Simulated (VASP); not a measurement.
# Rb (I4/mmm) in VASP: notebook

Rb is run at these levels: PBEsol; tasks: single point.

All numbers are computed with VASP 6.6.1; they aren't measurements. Logs are shortened: lines on timing, memory, paths and dates and some standing lists are left out, and cuts for length are marked.

## 1. The cell of the first run

The structure is tetragonal, space group I4/mmm (No. 139). Conventional cell: a = 4.563 Å, b = 4.563 Å, c = 6.372 Å, α = 90.00°, β = 90.00°, γ = 90.00°.

## 2. Single point, PBEsol (Na replaced by Rb, lengths x 1.195, strained)

INCAR

```
  ALGO = Normal
  EDIFF = 1E-6
  ENCUT = 520
  GGA = PS
  ISIF = 2
  ISMEAR = 0
  LASPH = T
  LCHARG = F
  LREAL = F
  LWAVE = F
  NBANDS = 10
  NELM = 60
  PREC = Accurate
  SIGMA = 0.1
```

KPOINTS

```
k-points
0
Gamma
  6 6 6
```

POSCAR

```
Rb
1.0
   -2.2813359107      2.2813359107      3.1862216903
    2.2813359107     -2.2813359107      3.1862216903
    2.2813359107      2.2813359107     -3.1862216903
Rb
1
Direct
    0.0000000000      0.0000000000      0.0000000000
```

Potentials or basis: VASP PAW PBE potentials, release 64 (Rb_sv).

The run is started by

```console
> cat potpaw_PBE.64/Rb_sv/POTCAR > POTCAR
> mpirun -np 1 vasp_std > vasp.out
```

OUTCAR:

```text
EDIFF = 1E-6
   ENCUT = 520
   GGA = PS
   ISIF = 2
   ISMEAR = 0
   LASPH = T
   LREAL = F
   NELM = 60
   PREC = Accurate

 ion  position               nearest neighbor table
   1  0.000  0.000  0.000-

  LATTYP: Found a body centered tetragonal cell.
 ALAT       =     4.5626718214
 C/A-ratio  =     1.3966473220

  Lattice vectors:

 A1 = (  -2.2813359107,   2.2813359107,   3.1862216903)
 A2 = (   2.2813359107,  -2.2813359107,   3.1862216903)
 A3 = (   2.2813359107,   2.2813359107,  -3.1862216903)

Analysis of symmetry for initial positions (statically):
=====================================================================
 Subroutine PRICEL returns:
 Original cell was already a primitive cell.

 Routine SETGRP: Setting up the symmetry group for a
 body centered tetragonal supercell.

 Subroutine GETGRP returns: Found 16 space group operations
 (whereof 16 operations were pure point group operations)
 out of a pool of 16 trial point group operations.

The static configuration has the point symmetry D_4h.

Analysis of symmetry for dynamics (positions and initial velocities):
=====================================================================
 Subroutine PRICEL returns:
 Original cell was already a primitive cell.

 Routine SETGRP: Setting up the symmetry group for a
 body centered tetragonal supercell.

 Subroutine GETGRP returns: Found 16 space group operations
 (whereof 16 operations were pure point group operations)
 out of a pool of 16 trial point group operations.

The dynamic configuration has the point symmetry D_4h.

 Subroutine INISYM returns: Found 16 space group operations
 (whereof 16 operations are pure point group operations),
 and found     1 'primitive' translations

----------------------------------------------------------------------------------------

                                     Primitive cell

  volume of cell :      66.3307

  direct lattice vectors                    reciprocal lattice vectors
    -2.281335911  2.281335911  3.186221690     0.000000000  0.219169828  0.156925678
     2.281335911 -2.281335911  3.186221690     0.219169828  0.000000000  0.156925678
     2.281335911  2.281335911 -3.186221690     0.219169828  0.219169828  0.000000000

  length of vectors
     4.534423418  4.534423418  4.534423418     0.269557196  0.269557196  0.309952944

  position of ions in fractional coordinates (direct lattice)
     0.000000000  0.000000000  0.000000000

  ion indices of the primitive-cell ions
   primitive index   ion index
[... 73 lines left out ...]
   EDIFF  = 0.1E-05   stopping-criterion for ELM
   LREAL  =      F    real-space projection
   EDIFFG = 0.1E-04   stopping-criterion for IOM
   NSW    =      0    number of steps for IOM
   IBRION =     -1    ionic relax: 0-MD 1-quasi-New 2-CG
   NFREE  =      0    steps in history (QN), initial steepest desc. (CG)
   ISIF   =      2    stress and relaxation
   ISYM   =      2    0-nonsym 1-usesym 2-fastsym
   POTIM  = 0.5000    time-step for ionic-motion
   TEBEG  =    0.0;   TEEND  =   0.0 temperature during run
   PSTRESS=    0.0 pullay stress
   NELECT =       9.0000    total number of electrons
   NUPDOWN=      -1.0000    fix difference up-down
   EMIN   =  10.00;   EMAX   =-10.00  energy-range for DOS
   EFERMI =   0.00;   METHOD = LEGACY
   ISMEAR =     0;   SIGMA  =   0.10  broadening in eV -4-tet -1-fermi 0-gaus
   EFERMI_NEDOS =   21; number of points for ismear=-14 and -15
   IALGO  =     38    algorithm
   IMIX   =      4    mixing-type and parameters
     AMIX     =   0.40;   BMIX     =  1.00
     AMIX_MAG =   1.60;   BMIX_MAG =  1.00
  volume/ion in A,a.u.               =      66.33       447.62
  Fermi-wavevector in a.u.,A,eV,Ry     =   0.841235  1.589704  9.628529  0.707677
  Thomas-Fermi vector in A             =   1.955747
   LORBIT       =      0    0 simple, 1 ext, 2 COOP (PROOUT), +10 PAW based schemes
   GGA     = PS    functional components
   LHFCALC =     F    Hartree Fock is set to
   AEXX    =    0.0000 exact exchange contribution
   IVDW    =     0    specifies the selected vdW correction
   LEPSILON=     F    determine dielectric tensor
   LRPA    =     F    only Hartree local field effects (RPA)
 non-spin polarized calculation
 Gauss-broadening in eV      SIGMA  =   0.10
  energy-cutoff  :      520.00
  volume of cell :       66.33
 maximum number of plane-waves:      1807
 NGX is ok and might be reduce to    36
   NGX = 17   NGY = 17   NGZ = 17

 number of electron       9.0000000 magnetization

 Free energy of the ion-electron system (eV)
  ---------------------------------------------------
  ext. energy  EPLUGINS =         0.00000000
  ---------------------------------------------------
  free energy    TOTEN  =        -0.94747295 eV

  energy without entropy =       -0.94199927  energy(sigma->0) =       -0.94473611

 E-fermi :   0.7108     XC(G=0):  -6.3766

 val. band max:        0.6751709033   @ k =  -0.3333  -0.3333   0.1667
 cond. band min:       0.7955731726   @ k =   0.5000   0.0000   0.0000
 fundamental gap:      0.1204022692
 Fermi energy:         0.7108172900

 k-point     1 :       0.0000    0.0000    0.0000
  band No.  band energies     occupation
      1     -27.9763      2.00000
      2     -11.9653      2.00000
      3     -11.9653      2.00000
      4     -11.9644      2.00000
      5      -1.6620      2.00000
      6       4.5812      0.00000
      7       4.5812      0.00000
      8       4.6358      0.00000
      9       6.2404      0.00000
     10       6.3571      0.00000
[... 287 lines left out ...]
 k-point    24 :      -0.1667   -0.3333    0.1667
  band No.  band energies     occupation
      1     -27.9633      2.00000
      2     -12.1364      2.00000
      3     -12.0125      2.00000
      4     -12.0110      2.00000
      5      -0.2567      2.00000
      6       2.9331      0.00000
      7       3.9891      0.00000
      8       4.8467      0.00000
      9       5.5776      0.00000
     10       6.9424      0.00000

 [... further k-points ...]
[... 5 lines left out ...]
  --------------------------------------------------------------------------------------
  -------------------------------------------------------------------------------------
  Total        0.5597524      0.5597524      0.5539087      0.0000000     -0.0000000     -0.0000000
  in kB       13.5204793     13.5204793     13.3793295      0.0000000     -0.0000000     -0.0000000
  external PRESSURE =      13.4734294 kB  Pullay stress =       0.0000000 kB

 VOLUME and BASIS-vectors are now :
 -----------------------------------------------------------------------------
  energy-cutoff  :      520.00
  volume of cell :       66.33
      direct lattice vectors                 reciprocal lattice vectors
    -2.281335911  2.281335911  3.186221690     0.000000000  0.219169828  0.156925678
     2.281335911 -2.281335911  3.186221690     0.219169828  0.000000000  0.156925678
     2.281335911  2.281335911 -3.186221690     0.219169828  0.219169828  0.000000000

 POSITION                                       TOTAL-FORCE (eV/Angst)
 -----------------------------------------------------------------------------------
      0.00000      0.00000      0.00000         0.000000      0.000000     -0.000000
 -----------------------------------------------------------------------------------
    total drift:                               -0.000000      0.000000      0.000000

  FREE ENERGIE OF THE ION-ELECTRON SYSTEM (eV)
  ---------------------------------------------------
  free  energy   TOTEN  =        -0.9474729543 eV

  energy  without entropy=       -0.9419992668  energy(sigma->0) =       -0.94473611
```

OSZICAR:

```text
N       E                     dE             d eps       ncg     rms          rms(c)
DAV:   1     0.401583825185E+02    0.40158E+02   -0.35883E+03   600   0.693E+02
DAV:   2     0.130374698163E+01   -0.38855E+02   -0.37981E+02   672   0.128E+02
DAV:   3    -0.866032385766E+00   -0.21698E+01   -0.21658E+01   792   0.300E+01
DAV:   4    -0.948704963185E+00   -0.82673E-01   -0.82508E-01   822   0.498E+00
DAV:   5    -0.950783927513E+00   -0.20790E-02   -0.20776E-02   818   0.647E-01    0.186E+00
DAV:   6    -0.948024315754E+00    0.27596E-02   -0.42470E-03   744   0.359E-01    0.116E+00
DAV:   7    -0.947439731241E+00    0.58458E-03   -0.72582E-03   730   0.470E-01    0.947E-02
DAV:   8    -0.947469249889E+00   -0.29519E-04   -0.53847E-04   746   0.173E-01    0.179E-02
DAV:   9    -0.947472314646E+00   -0.30648E-05   -0.63003E-06   766   0.199E-02    0.662E-03
DAV:  10    -0.947472954276E+00   -0.63963E-06   -0.30878E-06   696   0.120E-02
   1 F= -.94747295E+00 E0= -.94473611E+00  d E =-.547369E-02
```

Wall time 13 s (1 thread of AMD EPYC 7R13 (Zen 3), shared host); peak memory 0.17 GiB.

What came out:

```yaml
Free_energy: -0.9475 eV
Pressure: 1.3 GPa
```

Caveat: the cell differs from its parent crystal (Na replaced by Rb, lengths x 1.195, strained); the PAW data sets were made with another functional, which shifts forces and pressure a little.

## 3. Single point, PBEsol (Na replaced by Rb, lengths x 1.195, strained)

INCAR

```
PREC = Accurate ; ENCUT = 520
EDIFF = 1E-6 ; ISMEAR = 0
SIGMA = 0.1 ; LREAL = False
LASPH = True ; NELM = 60
ALGO = Fast ; ISIF = 2
LWAVE = False ; LCHARG = True
GGA = PS ; LELF = True
LVHAR = True ; NBANDS = 10
```

KPOINTS

```
Automatic mesh
0
Gamma
  14 14 14
```

POSCAR is that of step 2.

Potentials or basis: VASP PAW PBE potentials, release 64 (Rb_sv).

The run is started by

```console
> cat potpaw_PBE.64/Rb_sv/POTCAR > POTCAR
> mpirun -np 1 vasp_std > vasp.out
```

Wall time 1.9 min (1 thread of AMD EPYC 7R13 (Zen 3), shared host); peak memory 0.28 GiB.

It converged, with:

| Quantity | Value |
| --- | --- |
| Free energy | -0.9624 eV |
| Pressure | 1.3 GPa |

Levels at points of the mesh, in eV from the Fermi level:
| k point | band 2 | band 3 | band 4 | band 5 | band 6 | band 7 | band 8 | band 9 |
| --- | --- | --- | --- | --- | --- | --- | --- | --- |
| (0.00, 0.00, 0.00) | -12.73 | -12.73 | -12.72 | -2.42 | 3.82 | 3.82 | 3.88 | 5.48 |
| (0.50, 0.00, 0.00) | -13.00 | -12.76 | -12.76 | 0.04 | 0.95 | 3.54 | 3.62 | 6.56 |
| (0.50, 0.50, 0.00) | -12.98 | -12.82 | -12.82 | 0.39 | 1.66 | 1.91 | 5.64 | 5.70 |
| (0.50, 0.50, 0.50) | -12.98 | -12.83 | -12.83 | 0.42 | 1.62 | 2.01 | 5.58 | 5.58 |

Caveat: the cell differs from its parent crystal (Na replaced by Rb, lengths x 1.195, strained); the PAW data sets were made with another functional, which shifts forces and pressure a little.
